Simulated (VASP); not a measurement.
# Na3LaN2 (P-4m2) in VASP: notebook

Runs on Na3LaN2. Level: PBE. Tasks: single point, relaxation of cell and atoms.

Program: VASP 6.6.1. These are calculated values, not measurements. Logs are shortened: lines on timing, memory, paths and dates and some standing lists are left out, and cuts for length are marked.

### Step 1. The cell of the first run

Symmetry: P-4m2, No. 115, tetragonal system. Conventional cell: a = 4.445 Å, b = 4.445 Å, c = 6.014 Å, α = 90.00°, β = 90.00°, γ = 90.00°. Within 3.0 Å of Na (site symmetry 2mm) lie 1 N at 2.29 Å. Within 3.2 Å of Na (site symmetry -4m2) lie 4 N at 2.46 Å and 4 La at 3.14 Å. Within 3.2 Å of La (site symmetry -4m2) lie 4 N at 2.46 Å and 4 Na at 3.14 Å. Within 3.0 Å of N (site symmetry 2mm) lie 3 Na at 2.29 to 2.46 Å and 2 La at 2.46 Å.

### Step 2. Single point, PBE

INCAR

```
SYSTEM = Na3LaN2
ALGO = Normal
EDIFF = 1E-6
ENCUT = 520
GGA = PE
ISIF = 2
ISMEAR = 0
LASPH = .TRUE.
LCHARG = .FALSE.
LREAL = .FALSE.
LWAVE = .FALSE.
NBANDS = 30
NELM = 60
PREC = Accurate
SIGMA = 0.1
```

KPOINTS

```
k-points
0
G
  6 6 2
  0 0 0
```

POSCAR

```
Na3LaN2
1.0
    4.4448301179      0.0000000000      0.0000000000
    0.0000000000      4.4448301179      0.0000000000
    0.0000000000      0.0000000000      6.0135578816
Na La N
3 1 2
Direct
    0.5000000000      0.0000000000      0.5557360928
    0.0000000000      0.5000000000      0.4442639072
    0.5000000000      0.5000000000      0.0000000000
    0.0000000000      0.0000000000      0.0000000000
    0.5000000000      0.0000000000      0.1747554884
    0.0000000000      0.5000000000      0.8252445116
```

Potentials or basis: VASP PAW PBE potentials, release 64 (Na_pv, La, N).

Run with:

```
cat potpaw_PBE.64/Na_pv/POTCAR potpaw_PBE.64/La/POTCAR potpaw_PBE.64/N/POTCAR > POTCAR
mpirun -np 1 vasp_std > vasp.out
```

OUTCAR:

```text
SYSTEM = Na3LaN2
   EDIFF = 1E-6
   ENCUT = 520
   GGA = PE
   ISIF = 2
   ISMEAR = 0
   LASPH = .TRUE.
   LREAL = .FALSE.
   NELM = 60
   PREC = Accurate

 ion  position               nearest neighbor table
   1  0.500  0.000  0.556-
   2  0.000  0.500  0.444-
   3  0.500  0.500  0.000-   4 3.14   4 3.14   4 3.14   4 3.14
   4  0.000  0.000  0.000-   5 2.46   6 2.46   6 2.46   5 2.46   3 3.14   3 3.14   3 3.14   3 3.14

   5  0.500  0.000  0.175-   4 2.46   4 2.46
   6  0.000  0.500  0.825-   4 2.46   4 2.46

  LATTYP: Found a simple tetragonal cell.
 ALAT       =     4.4448301179
 C/A-ratio  =     1.3529331205

  Lattice vectors:

 A1 = (   4.4448301179,   0.0000000000,   0.0000000000)
 A2 = (   0.0000000000,   4.4448301179,   0.0000000000)
 A3 = (   0.0000000000,   0.0000000000,   6.0135578816)

Analysis of symmetry for initial positions (statically):
=====================================================================
 Subroutine PRICEL returns:
 Original cell was already a primitive cell.

 Routine SETGRP: Setting up the symmetry group for a
 simple tetragonal supercell.

 Subroutine GETGRP returns: Found  8 space group operations
 (whereof  8 operations were pure point group operations)
 out of a pool of 16 trial point group operations.

The static configuration has the point symmetry D_2d.

Analysis of symmetry for dynamics (positions and initial velocities):
=====================================================================
 Subroutine PRICEL returns:
 Original cell was already a primitive cell.

 Routine SETGRP: Setting up the symmetry group for a
 simple tetragonal supercell.

 Subroutine GETGRP returns: Found  8 space group operations
 (whereof  8 operations were pure point group operations)
 out of a pool of 16 trial point group operations.

The dynamic configuration has the point symmetry D_2d.

 Subroutine INISYM returns: Found  8 space group operations
 (whereof  8 operations are pure point group operations),
 and found     1 'primitive' translations

----------------------------------------------------------------------------------------

[... 91 lines left out ...]
   LSORBIT =      F    spin-orbit coupling
   LASPH  =      T    aspherical Exc in radial PAW
   ENCUT  =  520.0 eV  38.22 Ry    6.18 a.u.   8.26  8.26 11.18*2*pi/ulx,y,z
   NELM   =     60;   NELMIN=  2; NELMDL= -5     # of ELM steps
   EDIFF  = 0.1E-05   stopping-criterion for ELM
   LREAL  =      F    real-space projection
   EDIFFG = 0.1E-04   stopping-criterion for IOM
   NSW    =      0    number of steps for IOM
   IBRION =     -1    ionic relax: 0-MD 1-quasi-New 2-CG
   NFREE  =      0    steps in history (QN), initial steepest desc. (CG)
   ISIF   =      2    stress and relaxation
   ISYM   =      2    0-nonsym 1-usesym 2-fastsym
   POTIM  = 0.5000    time-step for ionic-motion
   TEBEG  =    0.0;   TEEND  =   0.0 temperature during run
   PSTRESS=    0.0 pullay stress
   NELECT =      42.0000    total number of electrons
   NUPDOWN=      -1.0000    fix difference up-down
   EMIN   =  10.00;   EMAX   =-10.00  energy-range for DOS
   EFERMI =   0.00;   METHOD = LEGACY
   ISMEAR =     0;   SIGMA  =   0.10  broadening in eV -4-tet -1-fermi 0-gaus
   EFERMI_NEDOS =   21; number of points for ismear=-14 and -15
   IALGO  =     38    algorithm
   IMIX   =      4    mixing-type and parameters
     AMIX     =   0.40;   BMIX     =  1.00
     AMIX_MAG =   1.60;   BMIX_MAG =  1.00
  volume/ion in A,a.u.               =      19.80       133.62
  Fermi-wavevector in a.u.,A,eV,Ry     =   1.157561  2.187474 18.231100  1.339948
  Thomas-Fermi vector in A             =   2.294172
   LORBIT       =      0    0 simple, 1 ext, 2 COOP (PROOUT), +10 PAW based schemes
   GGA     = PE    functional components
   LHFCALC =     F    Hartree Fock is set to
   AEXX    =    0.0000 exact exchange contribution
   IVDW    =     0    specifies the selected vdW correction
   LEPSILON=     F    determine dielectric tensor
   LRPA    =     F    only Hartree local field effects (RPA)
 non-spin polarized calculation
 Gauss-broadening in eV      SIGMA  =   0.10
  energy-cutoff  :      520.00
  volume of cell :      118.81
 maximum number of plane-waves:      3222
 NGX is ok and might be reduce to    36
   NGX = 17   NGY = 17   NGZ = 23

 number of electron      42.0000005 magnetization

 Free energy of the ion-electron system (eV)
  ---------------------------------------------------
  ext. energy  EPLUGINS =         0.00000000
  ---------------------------------------------------
  free energy    TOTEN  =       -26.62701564 eV

  energy without entropy =      -26.62428750  energy(sigma->0) =      -26.62565157

 E-fermi :   3.0819     XC(G=0):  -8.6804

 val. band max:        3.0642858871   @ k =   0.0000   0.0000   0.0000
 cond. band min:       3.6202975168   @ k =   0.1667   0.0000   0.0000
 fundamental gap:      0.5560116297
 Fermi energy:         3.0818762088

 k-point     1 :       0.0000    0.0000    0.0000
  band No.  band energies     occupation
      1     -27.8385      2.00000
      2     -21.1776      2.00000
      3     -21.1776      2.00000
      4     -21.1090      2.00000
      5     -21.1090      2.00000
      6     -21.0573      2.00000
[... 649 lines left out ...]
     29       7.3580      0.00000
     30       7.3821      0.00000

------------------------ aborting loop because EDIFF is reached ----------------------------------------

  FORCE on cell =-STRESS in cart. coord.  units (eV):
  Direction    XX          YY          ZZ          XY          YZ          ZX
  --------------------------------------------------------------------------------------
  -------------------------------------------------------------------------------------
  Total        0.1364963      0.1364963      0.0550211      0.0000000      0.0000000     -0.0000000
  in kB        1.8407283      1.8407283      0.7419901      0.0000000      0.0000000     -0.0000000
  external PRESSURE =       1.4744823 kB  Pullay stress =       0.0000000 kB

 VOLUME and BASIS-vectors are now :
 -----------------------------------------------------------------------------
  energy-cutoff  :      520.00
  volume of cell :      118.81
      direct lattice vectors                 reciprocal lattice vectors
     4.444830118  0.000000000  0.000000000     0.224980477  0.000000000  0.000000000
     0.000000000  4.444830118  0.000000000     0.000000000  0.224980477  0.000000000
     0.000000000  0.000000000  6.013557882     0.000000000  0.000000000  0.166290908

 POSITION                                       TOTAL-FORCE (eV/Angst)
 -----------------------------------------------------------------------------------
      2.22242      0.00000      3.34195        -0.000000      0.000000      0.019117
      0.00000      2.22242      2.67161        -0.000000      0.000000     -0.019117
      2.22242      2.22242      0.00000        -0.000000      0.000000      0.000000
      0.00000      0.00000      0.00000         0.000000      0.000000      0.000000
      2.22242      0.00000      1.05090        -0.000000      0.000000     -0.024050
      0.00000      2.22242      4.96266        -0.000000      0.000000      0.024050
 -----------------------------------------------------------------------------------
    total drift:                                0.000000      0.000000      0.000000

  FREE ENERGIE OF THE ION-ELECTRON SYSTEM (eV)
  ---------------------------------------------------
  free  energy   TOTEN  =       -26.6270156420 eV

  energy  without entropy=      -26.6242875003  energy(sigma->0) =      -26.62565157
```

OSZICAR:

```text
N       E                     dE             d eps       ncg     rms          rms(c)
DAV:   1     0.467062925790E+03    0.46706E+03   -0.19223E+04  1200   0.189E+03
DAV:   2     0.642159937487E+02   -0.40285E+03   -0.37298E+03  1324   0.406E+02
DAV:   3    -0.279316434247E+02   -0.92148E+02   -0.87029E+02  1780   0.187E+02
DAV:   4    -0.353044843093E+02   -0.73728E+01   -0.73467E+01  1994   0.525E+01
DAV:   5    -0.357008969635E+02   -0.39641E+00   -0.39601E+00  2042   0.107E+01    0.148E+01
DAV:   6    -0.283158833107E+02    0.73850E+01   -0.83868E+01  2050   0.320E+01    0.100E+01
DAV:   7    -0.268501375016E+02    0.14657E+01   -0.10475E+01  1950   0.215E+01    0.347E+00
DAV:   8    -0.266418267557E+02    0.20831E+00   -0.15030E+00  2168   0.594E+00    0.110E+00
DAV:   9    -0.266282839915E+02    0.13543E-01   -0.73207E-02  1914   0.225E+00    0.548E-01
DAV:  10    -0.266269444292E+02    0.13396E-02   -0.17379E-02  2184   0.104E+00    0.191E-01
DAV:  11    -0.266269745752E+02   -0.30146E-04   -0.27794E-03  1878   0.415E-01    0.101E-01
DAV:  12    -0.266270132612E+02   -0.38686E-04   -0.40329E-04  1976   0.124E-01    0.199E-02
DAV:  13    -0.266270168298E+02   -0.35686E-05   -0.11781E-04  1968   0.465E-02    0.110E-02
DAV:  14    -0.266270159386E+02    0.89120E-06   -0.22886E-05  1624   0.181E-02    0.466E-03
DAV:  15    -0.266270156420E+02    0.29654E-06   -0.57242E-06  1636   0.151E-02
   1 F= -.26627016E+02 E0= -.26625652E+02  d E =-.272814E-02
```

stdout:

```text
POSCAR found type information on POSCAR NaLaN
 POSCAR found :  3 types and       6 ions
 scaLAPACK will be used
 LDA part: xc-table for (Slater+PW92), standard interpolation
 POSCAR, INCAR and KPOINTS ok, starting setup
 FFT: planning ... GRIDC
 FFT: planning ... GRID_SOFT
 FFT: planning ... GRID
 WAVECAR not read
 entering main loop
```

It took 1.7 min on 1 thread of Intel Xeon Platinum 8488C (Sapphire Rapids), shared host; peak memory 0.27 GiB.

What came out:

```yaml
Free_energy: -26.6270 eV
Pressure: 0.1 GPa
Largest_force: 0.024 eV/Å
```

Forces on the atoms (eV/Å):
```
Na   0.000  0.000  0.019
Na   0.000  0.000 -0.019
Na   0.000  0.000  0.000
La   0.000  0.000  0.000
N    0.000  0.000 -0.024
N    0.000  0.000  0.024
```

Caveat: the k points lie up to 0.52 Å⁻¹ apart; spin-orbit coupling is left out, which moves the levels of the heavy elements.

[end of part 1 of 2]
